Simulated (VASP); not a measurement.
Set up this calculation in VASP 6.6.1, as the native input.

```
Task                   : single point
Functional             : PBE
Potentials or basis    : VASP PAW PBE potentials, release 64 (Li_sv, S)
Cutoff                 : 750 eV
k mesh                 : 8 × 8 × 8
Occupations            : gaussian, width 0.02 eV
Spin                   : no spin polarisation
Dipole correction      : no
Further INCAR settings : ALGO = Normal; EDIFF = 1e-06; NBANDS = 13
```

The structure of Li2S lies in POSCAR:

```
Li2S
1.0
    0.0000000000      2.8445000000      2.8445000000
    2.8445000000      0.0000000000      2.8445000000
    2.8445000000      2.8445000000      0.0000000000
Li S
2 1
Direct
    0.2500000000      0.2500000000      0.2500000000
    0.7500000000      0.7500000000      0.7500000000
    0.0000000000      0.0000000000      0.0000000000
```

The input as run:

INCAR

```
SYSTEM = Li2S
  PREC = Accurate
  ENCUT = 750
  EDIFF = 1E-6
  ISMEAR = 0
  SIGMA = 0.02
  LREAL = .False.
  LASPH = .True.
  NELM = 120
  ALGO = Normal
  ISIF = 2
  LWAVE = .False.
  LCHARG = .False.
  GGA = PE
  NBANDS = 13
  GGA_COMPAT = .False.
```

KPOINTS

```
Automatic mesh
0
Gamma
  8 8 8
  0 0 0
```

Potentials or basis: VASP PAW PBE potentials, release 64 (Li_sv, S).

The run is started by

```console
$ cat potpaw_PBE.64/Li_sv/POTCAR potpaw_PBE.64/S/POTCAR > POTCAR
$ mpirun -np 1 vasp_std > vasp.out
```

Results of the run:

```
Pressure               : 0.2 GPa
Band gap on the k mesh : 3.39 eV, indirect (least direct gap 4.29 eV)
```

Run time: 61 s on 1 thread of AMD EPYC 7R43 64-Core Processor (Zen 3), with other jobs on the host, peak memory 0.16 GiB.
